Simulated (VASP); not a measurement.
Wanted: the native input for a VASP 6.6.1 run.

```yaml
Task: single point
Functional: r2SCAN
Potentials_or_basis: VASP PAW PBE potentials, release 64 (Re)
Cutoff: 520 eV
k_mesh: 12 × 12 × 12
Occupations: fermi-dirac, width 0.05 eV
Spin: no spin polarisation
Dipole_correction: no
Further_INCAR_settings: ALGO = Normal; EDIFF = 1e-06; NBANDS = 10
```

Re:

```
Re
1.0
     0.00000    1.97500    1.97500
     1.97500    0.00000    1.97500
     1.97500    1.97500    0.00000
Re
1
Direct
  0.00000 0.00000 0.00000
```

This isn't the form of Re at room conditions, which is hcp.

The input as run:

POSCAR

```
Re
1.0
    0.0000000000      1.9750000000      1.9750000000
    1.9750000000      0.0000000000      1.9750000000
    1.9750000000      1.9750000000      0.0000000000
Re
1
Direct
    0.0000000000      0.0000000000      0.0000000000
```

INCAR.step1

```
ALGO = Normal
EDIFF = 1E-4
ENCUT = 520
GGA = PE
ISMEAR = -1
LASPH = T
LCHARG = F
LREAL = F
LWAVE = T
NBANDS = 10
NELM = 60
PREC = Accurate
SIGMA = 0.05
```

INCAR.step2

```
ALGO = Normal
EDIFF = 1E-6
ENCUT = 520
ISIF = 2
ISMEAR = -1
ISTART = 1
LASPH = T
LCHARG = F
LMIXTAU = T
LREAL = F
LWAVE = F
METAGGA = R2SCAN
NBANDS = 10
NELM = 60
PREC = Accurate
SIGMA = 0.05
```

KPOINTS

```
k-points
0
Gamma
  12 12 12
```

Potentials or basis: VASP PAW PBE potentials, release 64 (Re).

Launch:

```console
$ cat potpaw_PBE.64/Re/POTCAR > POTCAR
$ cp INCAR.step1 INCAR
$ mpirun -np 1 vasp_std > vasp.out
$ cp INCAR.step2 INCAR
$ mpirun -np 1 vasp_std > vasp.out
```

Results of the run:

```json
{
  "Pressure": "-15.6 GPa",
  "Band gap on the k mesh": "zero (an odd number of electrons rules out a gap without spin polarisation)"
}
```

Caveat: the cell stands under tension; the PAW data sets were made with another functional, which shifts forces and pressure a little; spin-orbit coupling is left out, which moves the levels of the heavy elements.

It took 14 s on 1 thread of Intel(R) Xeon(R) 6975P-C (Granite Rapids) (shared host), peak memory 0.15 GiB.
